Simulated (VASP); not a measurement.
Here is a VASP 6.6.1 calculation.

File INCAR:

```
SYSTEM = MgS
ALGO = Normal ; EDIFF = 1E-6
ENCUT = 600 ; GGA = CA
GGA_COMPAT = .False. ; ISIF = 2
ISMEAR = 0 ; LASPH = .True.
LCHARG = .False. ; LREAL = .False.
LWAVE = .False. ; NBANDS = 11
NELM = 120 ; PREC = Accurate
SIGMA = 0.02
```

File KPOINTS:

```
k-points
0
Gamma
  8 8 8
  0 0 0
```

File POSCAR:

```
MgS
1.0
    0.0000000000      2.5648455762      2.5648455762
    2.5648455762      0.0000000000      2.5648455762
    2.5648455762      2.5648455762      0.0000000000
Mg S
1 1
Direct
    0.0000000000      0.0000000000      0.0000000000
    0.5000000000      0.5000000000      0.5000000000
```

Potentials or basis: VASP PAW LDA potentials, release 64 (Mg, S).

Command:

```bash
$ cat potpaw_LDA.64/Mg/POTCAR potpaw_LDA.64/S/POTCAR > POTCAR
$ mpirun -np 1 vasp_std > vasp.out
```

Task: Predict the band gap on the k mesh.

Result: 2.65 eV (least direct gap 3.84 eV).

Task: Estimate the pressure.

Result: -0.6 GPa.

A k mesh can miss the band edges.
